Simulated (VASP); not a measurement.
Write the native input for VASP 6.6.1 that does the following.

* Task: single point
* Functional: PBE
* Potentials or basis: VASP PAW PBE potentials, release 64 (Cd, Te, Hg)
* Cutoff: 520 eV
* k mesh: 2 × 2 × 1, shifted
* Occupations: gaussian, width 0.1 eV
* Spin: no spin polarisation
* Dipole correction: no
* Further INCAR settings: LREAL = Auto; ALGO = Normal; EDIFF = 1e-06; NBANDS = 126; ISYM = 0

The structure of Cd2HgTe3 lies in POSCAR:

```
Cd2HgTe3
1.0
   -6.6646241080     -6.5744892128      0.0313840588
   -0.0285167270      6.5716218810      6.6636428544
   -6.6014584195      6.5427075831     -6.6062118295
Cd Te Hg
8 12 4
Direct
    0.8343311719      0.1669337222      0.6650007061
    0.3356574301      0.1676008807      0.6649168518
    0.6675840640      0.3337228649      0.3319753332
    0.1681368288      0.3327441204      0.3325396450
    0.5016532450      0.5003621450      0.9994465030
    0.8337346289      0.6656354899      0.6649307468
    0.6684222568      0.8334206171      0.3323468938
    0.1680209417      0.8339315421      0.3321867271
    0.3341606692      0.1686938540      0.9159634437
    0.8323288462      0.1677321200      0.9160630070
    0.6673006165      0.3335976669      0.5834074177
    0.1660794964      0.3316437757      0.5835940048
    0.5004847307      0.5006590413      0.2505335400
    1.0006610588      0.5001058760      0.2515099871
    0.3338914930      0.6654674069      0.9159320853
    0.8327143794      0.6669636330      0.9158718853
    0.6690283109      0.8349705472      0.5835217824
    0.1662205773      0.8350056438      0.5832334422
    0.5007503006      0.0002976641      0.2507541112
    1.0006122105      0.0005578912      0.2497505197
    0.4984297986      0.9987088779      0.9984580376
    1.0002883542      1.0005124102      0.9965209274
    1.0003999821      0.5009228735     -0.0002830864
    0.3339303489      0.6663187954      0.6628159290
```

These files were run (other wordings do the same):

INCAR

```
SYSTEM = Cd2HgTe3
PREC     = Accurate       ! precision mode
ENCUT    = 520            ! plane-wave cutoff, eV
EDIFF    = 1E-6           ! SCF threshold, eV
ISMEAR   = 0              ! smearing method
SIGMA    = 0.1            ! smearing width, eV
LREAL    = Auto         
LASPH    = .True.         ! aspherical terms in the spheres
NELM     = 60             ! most SCF steps
ALGO     = Normal         ! electronic algorithm
ISIF     = 2              ! what is computed and relaxed
LWAVE    = .False.        ! write WAVECAR
LCHARG   = .False.        ! write CHGCAR
GGA      = PE             ! functional
NBANDS   = 126            ! bands
ISYM     = 0
```

KPOINTS

```
Automatic mesh
0
Gamma
  2 2 1
  0.5 0.5 0
```

Potentials or basis: VASP PAW PBE potentials, release 64 (Cd, Te, Hg).

Command:

```console
$ cat potpaw_PBE.64/Cd/POTCAR potpaw_PBE.64/Te/POTCAR potpaw_PBE.64/Hg/POTCAR > POTCAR
$ mpirun -np 1 vasp_std > vasp.out
```

It gave:

The pressure is 0.2 GPa and the largest force is 0.047 eV/Å. The band gap on the k mesh is 1.18 eV.

Caveat: the k points lie up to 0.55 Å⁻¹ apart; spin-orbit coupling is left out, which moves the levels of the heavy elements; a shifted mesh leaves out Γ, where band edges can lie.

Run time: 4.5 min on 1 thread of Intel(R) Xeon(R) 6975P-C (Granite Rapids) (shared host), peak memory 0.89 GiB.
